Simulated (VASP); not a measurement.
## Si (a cell with a defect): single point with PBEsol

Si (a cell with a defect):

```
CELL_PARAMETERS angstrom
0.00000 5.43000 5.43000
5.43000 0.00000 5.43000
5.43000 5.43000 0.00000
ATOMIC_POSITIONS crystal
Si 0.00645 0.01645 0.98113
Si 0.12310 0.14006 0.17108
Si 0.94218 0.98555 0.52421
Si 0.10957 0.06699 0.63511
Si 0.03687 0.53753 0.00083
Si 0.14322 0.65969 0.14628
Si 0.05710 0.45576 0.50817
Si 0.16938 0.62086 0.61725
Si 0.47495 0.00070 0.98969
Si 0.62972 0.14998 0.08926
Si 0.47354 0.98053 0.47646
Si 0.57164 0.11250 0.62007
Si 0.52345 0.51522 0.96476
Si 0.65976 0.61547 0.10385
Si 0.54574 0.47476 0.48841
Si 0.67338 0.61353 0.59025
Si 0.92153 0.36954 0.90755
```

```
Program                : VASP 6.6.1
Task                   : single point
Functional             : PBEsol
Potentials or basis    : VASP PAW PBE potentials, release 64 (Si)
Cutoff                 : 520 eV
k mesh                 : 2 × 2 × 2
Occupations            : fermi-dirac, width 0.05 eV
Spin                   : no spin polarisation
Dipole correction      : no
Further INCAR settings : LREAL = Auto; ALGO = Normal; EDIFF = 1e-07; NBANDS = 48
```

```yaml
Pressure: 1.6 GPa
Largest_force: 1.914 eV/Å
Band_gap_on_the_k_mesh: zero (band 34 reaches 6.74 eV, above the bottom of band 35 at 6.61 eV)
```

Forces in eV/Å, atoms in the order of the input:
```
Si   0.647  0.866 -0.855
Si   0.090 -0.871  0.062
Si  -0.897  0.426 -0.036
Si   0.141 -0.787  1.271
Si  -0.144 -0.078 -0.358
Si  -0.931  0.680  0.188
Si   0.244 -0.191 -0.607
Si   0.230 -0.391 -0.244
Si   0.046  1.392  0.553
Si  -0.504  0.135 -1.841
Si  -0.833  0.081  0.976
Si   0.336 -0.002  0.160
Si   0.699 -0.457 -0.124
Si   1.505 -0.119  0.272
Si  -0.399 -0.746 -0.106
Si   0.130  0.281  0.304
Si  -0.360 -0.219  0.386
```

Stress tensor (GPa, compression positive):
```
 2.42  0.02  0.03
 0.02  2.02 -0.76
 0.03 -0.76  0.43
```

Levels at points of the mesh, in eV from the Fermi level:
```
           k point  band 31  band 32  band 33  band 34  band 35  band 36  band 37  band 38
(0.00, 0.00, 0.00)    -0.90    -0.79    -0.51    -0.30    -0.10    -0.05     0.14     0.24
(0.50, 0.00, 0.00)    -1.17    -0.98    -0.78    -0.04     0.17     0.46     0.80     0.84
(0.00, 0.50, 0.00)    -1.13    -1.01    -0.93    -0.36     0.27     0.57     0.70     0.85
(0.00, 0.00, 0.50)    -1.36    -1.02    -0.63    -0.25     0.37     0.54     0.65     0.90
(0.50, 0.50, 0.50)    -1.25    -1.17    -1.05    -0.20     0.13     0.60     0.90     0.98
(0.50, 0.50, 0.00)    -1.63    -1.53    -0.69    -0.05     0.58     0.96     1.09     1.35
(0.00, 0.50, 0.50)    -1.67    -1.39    -0.70     0.00     0.55     1.01     1.13     1.39
(0.50, 0.00, 0.50)    -1.74    -1.41    -0.56     0.04     0.72     0.97     1.06     1.31
```

It took 2.8 min on 1 thread of Intel(R) Xeon(R) 6975P-C (Granite Rapids), with other jobs on the host, peak memory 0.45 GiB.

Caveat: the k points lie up to 0.50 Å⁻¹ apart; the PAW data sets were made with another functional, which shifts forces and pressure a little.
